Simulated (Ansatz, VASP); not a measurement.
# Os: VASP beside Ansatz

```
Os
1.0
     0.00000    1.94500    1.94500
     1.99362    0.00000    1.94500
     1.99362    1.94500    0.00000
Os
1
Direct
  0.00000 0.00000 0.00000
```

Change from the starting cell: strain +0.0250 x Voigt [1, 0, 0, 0, 0, 0], atoms carried along.

Alike in both runs: task single point; functional r2SCAN; k mesh 20 × 20 × 20; occupations gaussian, width 0.15 eV; no spin polarisation.

```csv
,VASP,Ansatz
version,VASP 6.6.1,Ansatz 0.2.0
potentials or method,"VASP PAW PBE potentials, release 64 (Os), cutoff 520 eV","scalar-relativistic, plane waves, PAW"
valence electrons in the cell,8,16
```

```tsv
	VASP	Ansatz	Ansatz less VASP
gap on the k mesh at the Fermi level (eV)	none	none	-
pressure (GPa)	-24.2	-24.6	-0.38
traceless stress, the component that is largest in VASP (GPa)	-4.46	-4.46	-0.006
```

VASP's potentials were made for PBE, not for r2SCAN. A gap of «none» marks a metal or a gap that the smearing closes. VASP's potentials hold 8 valence electrons a cell and Ansatz's 16, so a difference there can come from the potentials and not from the codes.

Spin-orbit coupling is off throughout.
